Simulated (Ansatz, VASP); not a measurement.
# One calculation of Sb, two programs

```xyz
2
Lattice="4.0586 0.0000 0.0000 -2.0293 3.5148 0.0000 0.0000 0.0000 27.1000" Properties=species:S:1:pos:R:3 pbc="T T T"
Sb    0.0000    2.3432    6.9986
Sb    2.0293    1.1716    8.6514
```

Alike in both runs: functional PBE; dispersion D4; k mesh 12 × 12 × 1; occupations gaussian, width 0.03 eV; no spin polarisation.

Ansatz relaxed the structure, and its values are those at the end. VASP's run is a single point on that final structure, the one shown.

```csv
,VASP,Ansatz
version,VASP 6.6.1,Ansatz 0.2.0
potentials or method,"VASP PAW PBE potentials, release 64 (Sb), cutoff 400 eV","scalar-relativistic, plane waves, PAW"
valence electrons in the cell,10,30
```

VASP gave:

```
gap on the k mesh at the Fermi level (eV) : 1.16
least direct gap on the mesh (eV)         : 1.65
rms of the force components (eV/Å)        : 0.047
```

Problem. Estimate Ansatz's values.

Solution. gap on the k mesh at the Fermi level (eV): 1.16; least direct gap on the mesh (eV): 1.68; rms of the force components (eV/Å): 0.000.

VASP's potentials hold 10 valence electrons a cell and Ansatz's 30, so a difference there can come from the potentials and not from the codes. Ansatz's warnings: slab cell height set, structure snapped to symmetry.

Spin-orbit coupling is off throughout.
